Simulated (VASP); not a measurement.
# BN (Cm) in VASP: notebook

Runs on BN. Level: PBE+D3(BJ). Tasks: single point.

All numbers are computed with VASP 6.6.1; they aren't measurements. Logs are shortened: lines on timing, memory, paths and dates and some standing lists are left out, and cuts for length are marked.

**1. The cell of the first run**

It takes space group Cm (No. 8, monoclinic). Conventional cell: a = 4.342 Å, b = 2.506 Å, c = 3.665 Å, α = 90.00°, β = 116.09°, γ = 90.00°. B (site symmetry m) has 3 N at 1.45 Å within 1.9 Å. Within 1.9 Å of N (site symmetry m) lie 3 B at 1.45 Å.

**2. Single point, PBE+D3(BJ) (strain -0.0500 x Voigt [0, 0, 0, 1, 0, 0])**

Input file INCAR:

```
SYSTEM = BN
ALGO = Normal ; EDIFF = 1E-6
ENCUT = 520 ; GGA = PE
ISIF = 2 ; ISMEAR = 0
IVDW = 12 ; LASPH = .True.
LCHARG = .False. ; LREAL = .False.
LWAVE = .False. ; NBANDS = 11
NELM = 60 ; PREC = Accurate
SIGMA = 0.05
```

Input file KPOINTS:

```
k-points
0
Gamma
  12 12 12
  0 0 0
```

Input file POSCAR:

```
BN
1.0
    1.2530568997      0.6410806250      3.2767982139
   -1.2530568997      0.6410806250      3.2767982139
    0.0000000000     -1.5292775900      3.3310571693
B N
1 1
Direct
    0.9996975446      0.9996975446      0.9996975446
    0.3327354554      0.3327354554      0.3327354554
```

Potentials or basis: VASP PAW PBE potentials, release 64 (B, N).

On the command line:

```sh
> cat potpaw_PBE.64/B/POTCAR potpaw_PBE.64/N/POTCAR > POTCAR
> mpirun -np 1 vasp_std > vasp.out
```

OUTCAR:

```text
SYSTEM = BN
   EDIFF = 1E-6
   ENCUT = 520
   GGA = PE
   ISIF = 2
   ISMEAR = 0
   IVDW = 12
   LASPH = .True.
   LREAL = .False.
   NELM = 60
   PREC = Accurate
 IVDW          = 12

 ion  position               nearest neighbor table
   1  1.000  1.000  1.000-   2 1.45   2 1.45   2 1.45
   2  0.333  0.333  0.333-   1 1.45   1 1.45   1 1.45

  LATTYP: Found a base centered monoclinic cell.
 ALAT       =     4.3420726920
 B/A-ratio  =     0.5771699318
 C/A-ratio  =     0.8441425550
 COS(beta)  =    -0.4398106211

  Lattice vectors:

 A1 = (   1.2530568997,   2.1703582150,  -0.0542589554)
 A2 = (  -1.2530568997,   2.1703582150,  -0.0542589554)
 A3 = (   0.0000000000,  -1.5292775900,   3.3310571693)

Analysis of symmetry for initial positions (statically):
=====================================================================
 Subroutine PRICEL returns:
 Original cell was already a primitive cell.

 Routine SETGRP: Setting up the symmetry group for a
 base centered monoclinic supercell.

 Subroutine GETGRP returns: Found  2 space group operations
 (whereof  2 operations were pure point group operations)
 out of a pool of  4 trial point group operations.

The static configuration has the point symmetry C_1h.

Analysis of symmetry for dynamics (positions and initial velocities):
=====================================================================
 Subroutine PRICEL returns:
 Original cell was already a primitive cell.

 Routine SETGRP: Setting up the symmetry group for a
 base centered monoclinic supercell.

 Subroutine GETGRP returns: Found  2 space group operations
 (whereof  2 operations were pure point group operations)
 out of a pool of  4 trial point group operations.

The dynamic configuration has the point symmetry C_1h.

 Subroutine INISYM returns: Found  2 space group operations
 (whereof  2 operations are pure point group operations),
 and found     1 'primitive' translations

----------------------------------------------------------------------------------------

                                     Primitive cell

  volume of cell :      17.9102

  direct lattice vectors                    reciprocal lattice vectors
     1.253056900  0.641080625  3.276798214     0.399024178  0.233051547  0.106993213
    -1.253056900  0.641080625  3.276798214    -0.399024178  0.233051547  0.106993213
     0.000000000 -1.529277590  3.331057169     0.000000000 -0.458510830  0.089704153

  length of vectors
     3.566306562  3.566306562  3.665328336     0.474321480  0.474321480  0.467203399

  position of ions in fractional coordinates (direct lattice)
     0.999697545  0.999697545  0.999697545
     0.332735455  0.332735455  0.332735455

  ion indices of the primitive-cell ions
   primitive index   ion index
                 1           1
                 2           2

----------------------------------------------------------------------------------------

 KPOINTS: k-points

Automatic generation of k-mesh.
 Grid dimensions read from file:
 generate k-points for:   12   12   12

 Generating k-lattice:

  Cartesian coordinates                     Fractional coordinates (reciprocal lattice)
     0.033252015  0.019420962  0.008916101     0.083333333  0.000000000  0.000000000
    -0.033252015  0.019420962  0.008916101     0.000000000  0.083333333  0.000000000
     0.000000000 -0.038209236  0.007475346     0.000000000  0.000000000  0.083333333

  Length of vectors
     0.039526790  0.039526790  0.038933617

  Shift w.r.t. Gamma in fractional coordinates (k-lattice)
     0.000000000  0.000000000  0.000000000

 Subroutine IBZKPT returns following result:
 ===========================================

 Found    476 irreducible k-points:

 Following reciprocal coordinates:
            Coordinates               Weight
  0.000000  0.000000  0.000000      1.000000
  0.083333  0.000000 -0.000000      4.000000
  0.166667  0.000000 -0.000000      4.000000
  0.250000  0.000000  0.000000      4.000000
  0.333333 -0.000000  0.000000      4.000000
  0.416667 -0.000000  0.000000      4.000000
[... 16 lines left out ...]
  0.500000  0.166667 -0.000000      4.000000
 -0.416667  0.166667 -0.000000      4.000000
 [... further k-points ...]
   k-points           NKPTS =    476   k-points in BZ     NKDIM =    476   number of bands    NBANDS=     11
   number of dos      NEDOS =    301   number of ions     NIONS =      2
   total plane-waves  NPLWV =  21952
   dimension x,y,z NGX =    28 NGY =   28 NGZ =   28
   dimension x,y,z NGXF=    56 NGYF=   56 NGZF=   56
   ions per type =               1   1
   NGX,Y,Z   is equivalent  to a cutoff of  13.05, 13.05, 12.70 a.u.
   NGXF,Y,Z  is equivalent  to a cutoff of  26.10, 26.10, 25.40 a.u.
 SYSTEM =  BN
   PREC   = accura    normal or accurate (medium, high low for compatibility)
   ISTART =      0    job   : 0-new  1-cont  2-samecut
   ICHARG =      2    charge: 1-file 2-atom 10-const
   ISPIN  =      1    spin polarized calculation?
   LNONCOLLINEAR =      F non collinear calculations
   LSORBIT =      F    spin-orbit coupling
   LASPH  =      T    aspherical Exc in radial PAW
   ENCUT  =  520.0 eV  38.22 Ry    6.18 a.u.   6.63  6.63  6.82*2*pi/ulx,y,z
   NELM   =     60;   NELMIN=  2; NELMDL= -5     # of ELM steps
   EDIFF  = 0.1E-05   stopping-criterion for ELM
   LREAL  =      F    real-space projection
   EDIFFG = 0.1E-04   stopping-criterion for IOM
   NSW    =      0    number of steps for IOM
   IBRION =     -1    ionic relax: 0-MD 1-quasi-New 2-CG
   NFREE  =      0    steps in history (QN), initial steepest desc. (CG)
   ISIF   =      2    stress and relaxation
   ISYM   =      2    0-nonsym 1-usesym 2-fastsym
   POTIM  = 0.5000    time-step for ionic-motion
   TEBEG  =    0.0;   TEEND  =   0.0 temperature during run
   PSTRESS=    0.0 pullay stress
   NELECT =       8.0000    total number of electrons
   NUPDOWN=      -1.0000    fix difference up-down
   EMIN   =  10.00;   EMAX   =-10.00  energy-range for DOS
   EFERMI =   0.00;   METHOD = LEGACY
   ISMEAR =     0;   SIGMA  =   0.05  broadening in eV -4-tet -1-fermi 0-gaus
   EFERMI_NEDOS =   21; number of points for ismear=-14 and -15
   IALGO  =     38    algorithm
   IMIX   =      4    mixing-type and parameters
     AMIX     =   0.40;   BMIX     =  1.00
     AMIX_MAG =   1.60;   BMIX_MAG =  1.00
  volume/ion in A,a.u.               =       8.96        60.43
  Fermi-wavevector in a.u.,A,eV,Ry     =   1.251424  2.364849 21.307572  1.566062
  Thomas-Fermi vector in A             =   2.385372
   LORBIT       =      0    0 simple, 1 ext, 2 COOP (PROOUT), +10 PAW based schemes
   GGA     = PE    functional components
   LHFCALC =     F    Hartree Fock is set to
   AEXX    =    0.0000 exact exchange contribution
   IVDW    =    12    specifies the selected vdW correction
   LEPSILON=     F    determine dielectric tensor
   LRPA    =     F    only Hartree local field effects (RPA)
 non-spin polarized calculation
 Gauss-broadening in eV      SIGMA  =   0.05
  energy-cutoff  :      520.00
  volume of cell :       17.91
 maximum number of plane-waves:       494
   NGX = 13   NGY = 13   NGZ = 13

 number of electron       8.0000000 magnetization

 Free energy of the ion-electron system (eV)
  ---------------------------------------------------
  ext. energy  EPLUGINS =         0.00000000
  ---------------------------------------------------
  free energy    TOTEN  =       -17.57415244 eV

  energy without entropy =      -17.57415244  energy(sigma->0) =      -17.57415244

 E-fermi :   2.5684     XC(G=0): -10.1300

 val. band max:        2.3580560865   @ k =  -0.1667   0.1667   0.5000
 cond. band min:       6.3331912523   @ k =   0.5000   0.5000   0.0000
 fundamental gap:      3.9751351657
 Fermi energy:         2.5683986990

 k-point     1 :       0.0000    0.0000    0.0000
  band No.  band energies     occupation
      1     -15.4647      2.00000
      2      -1.7045      2.00000
      3       1.0151      2.00000
      4       1.0236      2.00000
      5       7.6216      0.00000
      6      13.9278      0.00000
      7      13.9764      0.00000
      8      15.4409      0.00000
      9      17.0875      0.00000
     10      28.1676      0.00000
     11      30.7197      0.00000

 k-point     2 :       0.0833    0.0000   -0.0000
  band No.  band energies     occupation
      1     -15.3261      2.00000
      2      -1.5659      2.00000
      3       0.4557      2.00000
      4       0.7619      2.00000
      5       7.9162      0.00000
      6      13.8915      0.00000
      7      14.5308      0.00000
      8      14.9569      0.00000
      9      17.5229      0.00000
     10      28.2428      0.00000
     11      28.6340      0.00000

 k-point     3 :       0.1667    0.0000   -0.0000
  band No.  band energies     occupation
      1     -14.9181      2.00000
      2      -1.1764      2.00000
      3      -0.9392      2.00000
      4       0.1398      2.00000
      5       8.6821      0.00000
      6      13.6070      0.00000
      7      13.8266      0.00000
      8      16.1344      0.00000
      9      18.5804      0.00000
     10      25.4175      0.00000
     11      27.7740      0.00000
[... 267 lines left out ...]
 k-point    23 :       0.5000    0.1667   -0.0000
  band No.  band energies     occupation
      1     -12.3289      2.00000
      2      -5.7606      2.00000
      3      -2.9121      2.00000
      4       1.3027      2.00000
      5       7.9875      0.00000
      6      13.9918      0.00000
      7      15.7432      0.00000
      8      17.5329      0.00000
      9      20.0675      0.00000
     10      22.8011      0.00000
     11      25.6307      0.00000

 k-point    24 :      -0.4167    0.1667   -0.0000
  band No.  band energies     occupation
      1     -12.0078      2.00000
      2      -6.2621      2.00000
      3      -3.0793      2.00000
      4       1.9455      2.00000
      5       7.3744      0.00000
      6      13.8734      0.00000
      7      15.9321      0.00000
      8      16.8289      0.00000
      9      20.5513      0.00000
     10      23.3376      0.00000
     11      25.4700      0.00000

 [... further k-points ...]

------------------------ aborting loop because EDIFF is reached ----------------------------------------

 Edisp (eV)   -0.28482

 E8    (eV) :    -0.0835

  FORCE on cell =-STRESS in cart. coord.  units (eV):
  Direction    XX          YY          ZZ          XY          YZ          ZX
  --------------------------------------------------------------------------------------
  -------------------------------------------------------------------------------------
  Total       0.03227    -0.03069    -0.00645     0.00000     0.02353     0.00000
  in kB       2.88671    -2.74566    -0.57687     0.00000     2.10521     0.00000
  external pressure =       -0.15 kB  Pullay stress =        0.00 kB

 VOLUME and BASIS-vectors are now :
 -----------------------------------------------------------------------------
  energy-cutoff  :      520.00
  volume of cell :       17.91
      direct lattice vectors                 reciprocal lattice vectors
     1.253056900  0.641080625  3.276798214     0.399024178  0.233051547  0.106993213
    -1.253056900  0.641080625  3.276798214    -0.399024178  0.233051547  0.106993213
     0.000000000 -1.529277590  3.331057169     0.000000000 -0.458510830  0.089704153

 POSITION                                       TOTAL-FORCE (eV/Angst)
 -----------------------------------------------------------------------------------
      0.00000     -0.24704      9.88166         0.000000      0.004029     -0.001769
      0.00000     -0.08222      3.28897         0.000000     -0.004029      0.001769
 -----------------------------------------------------------------------------------
    total drift:                                0.000000     -0.000069      0.000087

  FREE ENERGIE OF THE ION-ELECTRON SYSTEM (eV)
  ---------------------------------------------------
  free  energy   TOTEN  =       -17.8589695537 eV

  energy  without entropy=      -17.8589695537  energy(sigma->0) =      -17.85896955
```

It took 80 s on 1 thread of Intel Xeon Platinum 8559C (Emerald Rapids), shared host; peak memory 0.23 GiB.

What came out:

```yaml
Free_energy: -17.8590 eV
Pressure: 0.0 GPa
Largest_force: 0.004 eV/Å
Band_gap_on_the_k_mesh: 3.98 eV, indirect (least direct gap 4.62 eV)
Dispersion_energy_per_atom: -0.142 eV
```

Forces in eV/Å, atoms in the order of the input:
```
B    0.000  0.004 -0.002
N    0.000 -0.004  0.002
```

Stress tensor (GPa, compression positive):
```
 0.29  0.00  0.00
 0.00 -0.27  0.21
 0.00  0.21 -0.06
```

Levels at points of the mesh, in eV from the valence-band top:
```
           k point  band 2  band 3  band 4  band 5  band 6  band 7
(0.00, 0.00, 0.00)   -4.06   -1.34   -1.33    5.26   11.57   11.62
(0.50, 0.00, 0.00)   -8.95   -4.11   -0.67    5.11    9.91   13.25
(0.50, 0.50, 0.00)   -8.79   -4.17   -1.38    3.98    9.84   14.60
(0.00, 0.00, 0.50)   -9.00   -4.10   -0.47    5.56    9.76   12.90
(0.50, 0.00, 0.50)   -8.84   -4.17   -1.19    4.28    9.78   14.22
(0.50, 0.50, 0.50)   -6.26   -1.37   -1.35   10.31   11.50   11.53
```

Caveat: the cell differs from its parent crystal (strain -0.0500 x Voigt [0, 0, 0, 1, 0, 0]). A k mesh can miss the band edges.

(Continued in part 2 of 2.)
